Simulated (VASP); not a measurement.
# V (Im-3m) in VASP: further runs

Runs on V. Level: PBE. Tasks: single point, relaxation of cell and atoms.

All numbers are computed with VASP 6.6.1; they aren't measurements. Logs are shortened: lines on timing, memory, paths and dates and some standing lists are left out, and cuts for length are marked.

### Step 1. The cell of the first run

The structure is cubic, space group Im-3m (No. 229). Conventional cell: a = 2.997 Å, b = 2.997 Å, c = 2.997 Å, α = 90.00°, β = 90.00°, γ = 90.00°. V (site symmetry m-3m) has 14 V at 2.60 to 3.00 Å within 3.4 Å.

### Step 2. Single point, PBE

The input, INCAR:

```
PREC = Accurate
ENCUT = 500
EDIFF = 1E-6
ISMEAR = 0
SIGMA = 0.05
LREAL = F
LASPH = T
NELM = 120
ALGO = Normal
ISIF = 2
LWAVE = F
LCHARG = T
GGA = PE
LELF = T
LVHAR = T
NBANDS = 12
GGA_COMPAT = F
```

The input, KPOINTS:

```
Automatic mesh
0
Gamma
  20 20 20
```

The input, POSCAR:

```
V
1.0
   -1.4983851313      1.4983851313      1.4983851313
    1.4983851313     -1.4983851313      1.4983851313
    1.4983851313      1.4983851313     -1.4983851313
V
1
Direct
    0.0000000000      0.0000000000      0.0000000000
```

Potentials or basis: VASP PAW PBE potentials, release 64 (V_sv).

Run with:

```sh
$ cat potpaw_PBE.64/V_sv/POTCAR > POTCAR
$ mpirun -np 1 vasp_std > vasp.out
```

OUTCAR:

```text
PREC = Accurate
   ENCUT = 500
   EDIFF = 1E-6
   ISMEAR = 0
   LREAL = F
   LASPH = T
   NELM = 120
   ISIF = 2
   GGA = PE

 ion  position               nearest neighbor table
   1  0.000  0.000  0.000-

  LATTYP: Found a body centered cubic cell.
 ALAT       =     2.9967702626

  Lattice vectors:

 A1 = (  -1.4983851313,   1.4983851313,   1.4983851313)
 A2 = (   1.4983851313,  -1.4983851313,   1.4983851313)
 A3 = (   1.4983851313,   1.4983851313,  -1.4983851313)

Analysis of symmetry for initial positions (statically):
=====================================================================
 Subroutine PRICEL returns:
 Original cell was already a primitive cell.

 Routine SETGRP: Setting up the symmetry group for a
 body centered cubic supercell.

 Subroutine GETGRP returns: Found 48 space group operations
 (whereof 48 operations were pure point group operations)
 out of a pool of 48 trial point group operations.

The static configuration has the point symmetry O_h .

Analysis of symmetry for dynamics (positions and initial velocities):
=====================================================================
 Subroutine PRICEL returns:
 Original cell was already a primitive cell.

 Routine SETGRP: Setting up the symmetry group for a
 body centered cubic supercell.

 Subroutine GETGRP returns: Found 48 space group operations
 (whereof 48 operations were pure point group operations)
 out of a pool of 48 trial point group operations.

The dynamic configuration has the point symmetry O_h .

 Subroutine INISYM returns: Found 48 space group operations
 (whereof 48 operations are pure point group operations),
 and found     1 'primitive' translations

----------------------------------------------------------------------------------------

                                     Primitive cell

  volume of cell :      13.4564

  direct lattice vectors                    reciprocal lattice vectors
    -1.498385131  1.498385131  1.498385131     0.000000000  0.333692580  0.333692580
     1.498385131 -1.498385131  1.498385131     0.333692580  0.000000000  0.333692580
     1.498385131  1.498385131 -1.498385131     0.333692580  0.333692580  0.000000000

  length of vectors
     2.595279177  2.595279177  2.595279177     0.471912572  0.471912572  0.471912572

  position of ions in fractional coordinates (direct lattice)
     0.000000000  0.000000000  0.000000000

  ion indices of the primitive-cell ions
   primitive index   ion index
                 1           1

----------------------------------------------------------------------------------------

 KPOINTS: Automatic mesh

Automatic generation of k-mesh.
 Grid dimensions read from file:
 generate k-points for:   20   20   20

 Generating k-lattice:

  Cartesian coordinates                     Fractional coordinates (reciprocal lattice)
     0.000000000  0.016684629  0.016684629     0.050000000  0.000000000  0.000000000
     0.016684629  0.000000000  0.016684629     0.000000000  0.050000000  0.000000000
     0.016684629  0.016684629  0.000000000     0.000000000  0.000000000  0.050000000

  Length of vectors
     0.023595629  0.023595629  0.023595629

  Shift w.r.t. Gamma in fractional coordinates (k-lattice)
     0.000000000  0.000000000  0.000000000

 Subroutine IBZKPT returns following result:
 ===========================================

 Found    256 irreducible k-points:

 Following reciprocal coordinates:
            Coordinates               Weight
  0.000000  0.000000  0.000000      1.000000
  0.050000  0.000000  0.000000     12.000000
  0.100000  0.000000  0.000000     12.000000
  0.150000  0.000000  0.000000     12.000000
  0.200000  0.000000  0.000000     12.000000
  0.250000  0.000000  0.000000     12.000000
[... 16 lines left out ...]
  0.200000  0.100000 -0.000000     48.000000
  0.250000  0.100000 -0.000000     48.000000
 [... further k-points ...]
   k-points           NKPTS =    256   k-points in BZ     NKDIM =    256   number of bands    NBANDS=     12
   number of dos      NEDOS =    301   number of ions     NIONS =      1
   total plane-waves  NPLWV =   8000
   dimension x,y,z NGX =    20 NGY =   20 NGZ =   20
   dimension x,y,z NGXF=    40 NGYF=   40 NGZF=   40
   ions per type =               1
   NGX,Y,Z   is equivalent  to a cutoff of  12.81, 12.81, 12.81 a.u.
   NGXF,Y,Z  is equivalent  to a cutoff of  25.62, 25.62, 25.62 a.u.
 SYSTEM =  unknown system
   PREC   = accura    normal or accurate (medium, high low for compatibility)
   ISTART =      0    job   : 0-new  1-cont  2-samecut
   ICHARG =      2    charge: 1-file 2-atom 10-const
   ISPIN  =      1    spin polarized calculation?
   LNONCOLLINEAR =      F non collinear calculations
   LSORBIT =      F    spin-orbit coupling
   LASPH  =      T    aspherical Exc in radial PAW
   ENCUT  =  500.0 eV  36.75 Ry    6.06 a.u.   4.73  4.73  4.73*2*pi/ulx,y,z
   NELM   =    120;   NELMIN=  2; NELMDL= -5     # of ELM steps
   EDIFF  = 0.1E-05   stopping-criterion for ELM
   LREAL  =      F    real-space projection
   EDIFFG = 0.1E-04   stopping-criterion for IOM
   NSW    =      0    number of steps for IOM
   IBRION =     -1    ionic relax: 0-MD 1-quasi-New 2-CG
   NFREE  =      0    steps in history (QN), initial steepest desc. (CG)
   ISIF   =      2    stress and relaxation
   ISYM   =      2    0-nonsym 1-usesym 2-fastsym
   POTIM  = 0.5000    time-step for ionic-motion
   TEBEG  =    0.0;   TEEND  =   0.0 temperature during run
   PSTRESS=    0.0 pullay stress
   NELECT =      13.0000    total number of electrons
   NUPDOWN=      -1.0000    fix difference up-down
   EMIN   =  10.00;   EMAX   =-10.00  energy-range for DOS
   EFERMI =   0.00;   METHOD = LEGACY
   ISMEAR =     0;   SIGMA  =   0.05  broadening in eV -4-tet -1-fermi 0-gaus
   EFERMI_NEDOS =   21; number of points for ismear=-14 and -15
   IALGO  =     38    algorithm
   IMIX   =      4    mixing-type and parameters
     AMIX     =   0.40;   BMIX     =  1.00
     AMIX_MAG =   1.60;   BMIX_MAG =  1.00
  volume/ion in A,a.u.               =      13.46        90.81
  Fermi-wavevector in a.u.,A,eV,Ry     =   1.618375  3.058285 35.635531  2.619138
  Thomas-Fermi vector in A             =   2.712648
   LORBIT       =      0    0 simple, 1 ext, 2 COOP (PROOUT), +10 PAW based schemes
   GGA     = PE    functional components
   LHFCALC =     F    Hartree Fock is set to
   AEXX    =    0.0000 exact exchange contribution
   IVDW    =     0    specifies the selected vdW correction
   LEPSILON=     F    determine dielectric tensor
   LRPA    =     F    only Hartree local field effects (RPA)
 non-spin polarized calculation
 Gauss-broadening in eV      SIGMA  =   0.05
  energy-cutoff  :      500.00
  volume of cell :       13.46
 maximum number of plane-waves:       370
   NGX =  9   NGY =  9   NGZ =  9

 number of electron      12.9999990 magnetization

 Free energy of the ion-electron system (eV)
  ---------------------------------------------------
  ext. energy  EPLUGINS =         0.00000000
  ---------------------------------------------------
  free energy    TOTEN  =        -8.99321548 eV

  energy without entropy =       -8.99069505  energy(sigma->0) =       -8.99195527

 E-fermi :   9.7092     XC(G=0): -12.9105

 val. band max:        9.7086169893   @ k =   0.3000   0.0500   0.0500
 cond. band min:       9.7101279512   @ k =   0.3000   0.0500   0.0000
 fundamental gap:      0.0015109619
 Fermi energy:         9.7092012717

 k-point     1 :       0.0000    0.0000    0.0000
  band No.  band energies     occupation
      1     -54.0041      2.00000
      2     -27.3031      2.00000
      3     -27.3031      2.00000
      4     -27.3031      2.00000
      5       3.1306      2.00000
      6      10.1281      0.00000
      7      10.1281      0.00000
      8      10.1281      0.00000
      9      12.1396      0.00000
     10      12.1396      0.00000
     11      30.2146      0.00000
     12      30.2146      0.00000

 k-point     2 :       0.0500    0.0000    0.0000
  band No.  band energies     occupation
      1     -53.9993      2.00000
      2     -27.3264      2.00000
      3     -27.3102      2.00000
      4     -27.3034      2.00000
      5       3.2321      2.00000
      6      10.0847      0.00000
      7      10.1195      0.00000
      8      10.2003      0.00000
      9      12.0885      0.00000
     10      12.1423      0.00000
     11      30.0349      0.00000
     12      30.2048      0.00000

 k-point     3 :       0.1000    0.0000    0.0000
  band No.  band energies     occupation
      1     -53.9855      2.00000
      2     -27.3930      2.00000
      3     -27.3307      2.00000
      4     -27.3039      2.00000
      5       3.5299      2.00000
      6       9.9607      0.00000
      7      10.0821      0.00000
      8      10.4133      0.00000
      9      11.9637      0.00000
     10      12.1518      0.00000
     11      29.4934      0.00000
     12      30.1013      0.00000

 k-point     4 :       0.1500    0.0000    0.0000
  band No.  band energies     occupation
      1     -53.9637      2.00000
      2     -27.4959      2.00000
      3     -27.3623      2.00000
      4     -27.3047      2.00000
      5       4.0026      2.00000
      6       9.7731      0.07083
      7       9.9901      0.00000
      8      10.7561      0.00000
      9      11.8375      0.00000
     10      12.1712      0.00000
     11      28.5852      0.00000
     12      29.7645      0.00000

 k-point     5 :       0.2000    0.0000    0.0000
  band No.  band energies     occupation
      1     -53.9363      2.00000
      2     -27.6240      2.00000
      3     -27.4019      2.00000
      4     -27.3056      2.00000
      5       4.6092      2.00000
      6       9.5457      2.00000
      7       9.8394      0.00023
      8      11.2096      0.00000
      9      11.7810      0.00000
     10      12.2042      0.00000
     11      27.3389      0.00000
     12      29.1272      0.00000

 k-point     6 :       0.2500    0.0000    0.0000
  band No.  band energies     occupation
      1     -53.9057      2.00000
      2     -27.7641      2.00000
      3     -27.4456      2.00000
      4     -27.3067      2.00000
      5       5.2778      2.00000
      6       9.3042      2.00000
      7       9.6964      1.28268
      8      11.7454      0.00000
      9      11.8133      0.00000
     10      12.2521      0.00000
     11      25.8485      0.00000
     12      28.3034      0.00000

 k-point     7 :       0.3000    0.0000    0.0000
  band No.  band energies     occupation
      1     -53.8750      2.00000
      2     -27.9022      2.00000
      3     -27.4890      2.00000
      4     -27.3078      2.00000
      5       5.8901      2.00000
      6       9.0728      2.00000
      7       9.6979      1.25069
      8      11.9059      0.00000
      9      12.3127      0.00000
     10      12.3232      0.00000
     11      24.2477      0.00000
     12      27.4553      0.00000

 k-point     8 :       0.3500    0.0000    0.0000
  band No.  band energies     occupation
      1     -53.8471      2.00000
      2     -28.0253      2.00000
      3     -27.5279      2.00000
      4     -27.3088      2.00000
      5       6.3073      2.00000
      6       8.8719      2.00000
      7       9.9804      0.00000
      8      12.0173      0.00000
      9      12.3791      0.00000
     10      12.8897      0.00000
     11      22.6757      0.00000
     12      26.7003      0.00000
[... 166 lines left out ...]
 k-point    20 :       0.4500    0.0500    0.0000
  band No.  band energies     occupation
      1     -53.8057      2.00000
      2     -28.1921      2.00000
      3     -27.5895      2.00000
      4     -27.3191      2.00000
      5       6.6034      2.00000
      6       8.6055      2.00000
      7      11.0468      0.00000
      8      12.1254      0.00000
      9      12.6221      0.00000
     10      13.9689      0.00000
     11      19.9875      0.00000
     12      25.5768      0.00000

 k-point    21 :       0.1000    0.1000    0.0000
  band No.  band energies     occupation
      1     -53.9515      2.00000
      2     -27.5514      2.00000
      3     -27.3618      2.00000
      4     -27.3252      2.00000
      5       4.2766      2.00000
      6       9.7424      0.34771
      7       9.8185      0.00200
      8      11.0049      0.00000
      9      11.7263      0.00000
     10      12.2373      0.00000
     11      28.3166      0.00000
     12      29.2570      0.00000

 k-point    22 :       0.1500    0.1000    0.0000
  band No.  band energies     occupation
      1     -53.9254      2.00000
      2     -27.6662      2.00000
      3     -27.4002      2.00000
      4     -27.3321      2.00000
      5       4.8685      2.00000
      6       9.5352      2.00000
      7       9.6395      1.95133
      8      11.4800      0.00000
      9      11.6547      0.00000
     10      12.3076      0.00000
     11      27.2954      0.00000
     12      28.4163      0.00000

 k-point    23 :       0.2000    0.1000   -0.0000
  band No.  band energies     occupation
      1     -53.8962      2.00000
      2     -27.7899      2.00000
      3     -27.4485      2.00000
      4     -27.3355      2.00000
      5       5.5277      2.00000
      6       9.2928      2.00000
      7       9.4845      2.00000
      8      11.6673      0.00000
      9      12.0436      0.00000
     10      12.3847      0.00000
     11      25.9117      0.00000
     12      27.5835      0.00000

 k-point    24 :       0.2500    0.1000   -0.0000
  band No.  band energies     occupation
      1     -53.8670      2.00000
      2     -27.9111      2.00000
      3     -27.4986      2.00000
      4     -27.3379      2.00000
      5       6.1410      2.00000
      6       9.0649      2.00000
      7       9.4409      2.00000
      8      11.7635      0.00000
      9      12.4261      0.00000
     10      12.6873      0.00000
     11      24.3345      0.00000
     12      26.8209      0.00000

 [... further k-points ...]
[... 5 lines left out ...]
  --------------------------------------------------------------------------------------
  -------------------------------------------------------------------------------------
  Total        0.0104216      0.0104216      0.0104216     -0.0000000      0.0000000     -0.0000000
  in kB        1.2408408      1.2408408      1.2408408     -0.0000000      0.0000000     -0.0000000
  external PRESSURE =       1.2408408 kB  Pullay stress =       0.0000000 kB

 VOLUME and BASIS-vectors are now :
 -----------------------------------------------------------------------------
  energy-cutoff  :      500.00
  volume of cell :       13.46
      direct lattice vectors                 reciprocal lattice vectors
    -1.498385131  1.498385131  1.498385131     0.000000000  0.333692580  0.333692580
     1.498385131 -1.498385131  1.498385131     0.333692580  0.000000000  0.333692580
     1.498385131  1.498385131 -1.498385131     0.333692580  0.333692580  0.000000000

 POSITION                                       TOTAL-FORCE (eV/Angst)
 -----------------------------------------------------------------------------------
      0.00000      0.00000      0.00000        -0.000000     -0.000000      0.000000
 -----------------------------------------------------------------------------------
    total drift:                                0.000000     -0.000000      0.000000

  FREE ENERGIE OF THE ION-ELECTRON SYSTEM (eV)
  ---------------------------------------------------
  free  energy   TOTEN  =        -8.9932154822 eV

  energy  without entropy=       -8.9906950499  energy(sigma->0) =       -8.99195527
```

Wall time 22 s (1 thread of Intel Xeon Platinum 8124M at 3.00GHz (Skylake/Cascade Lake), shared host); peak memory 0.15 GiB.

What came out:

```
Free energy            : -8.9932 eV
Pressure               : 0.1 GPa
Band gap on the k mesh : zero (an odd number of electrons rules out a gap without spin polarisation)
```

### Step 3. Relaxation of cell and atoms, PBE

The input, INCAR:

```
ALGO = Normal
EDIFF = 1E-7
EDIFFG = -0.01
ENCUT = 500
GGA = PE
GGA_COMPAT = False
IBRION = 2
ISIF = 3
ISMEAR = 0
LASPH = True
LCHARG = False
LREAL = False
LWAVE = False
NELM = 120
NELMIN = 4
NSW = 50
PREC = Accurate
SIGMA = 0.05
```

The input, KPOINTS:

```
k-points
0
Gamma
  20 20 20
```

POSCAR is that of step 2.

Potentials or basis: VASP PAW PBE potentials, release 64 (V_sv).

Run with:

```sh
$ cat potpaw_PBE.64/V_sv/POTCAR > POTCAR
$ mpirun -np 1 vasp_std > vasp.out
```

Wall time 21 s (1 thread of Intel Xeon Platinum 8124M at 3.00GHz (Skylake/Cascade Lake), shared host); peak memory 0.15 GiB.

The run converged. Its results:

```
Free energy             : -8.9932 eV
Pressure after relaxing : 0.1 GPa
Band gap on the k mesh  : zero (an odd number of electrons rules out a gap without spin polarisation)
```

Final structure:
```
V
1.0
    -1.49839    1.49839    1.49839
     1.49839   -1.49839    1.49839
     1.49839    1.49839   -1.49839
V
1
Direct
  0.00000 0.00000 0.00000
```

Levels at points of the mesh, in eV from the Fermi level:
| k point | band 5 | band 6 | band 7 | band 8 | band 9 | band 10 |
| --- | --- | --- | --- | --- | --- | --- |
| (0.00, 0.00, 0.00) | -6.58 | 0.42 | 0.42 | 0.42 | 2.43 | 2.43 |
| (0.50, 0.00, 0.00) | -3.17 | -1.12 | 1.65 | 2.43 | 2.79 | 4.12 |
| (0.50, 0.50, 0.50) | -2.99 | -2.99 | 3.73 | 3.73 | 3.73 | 10.22 |
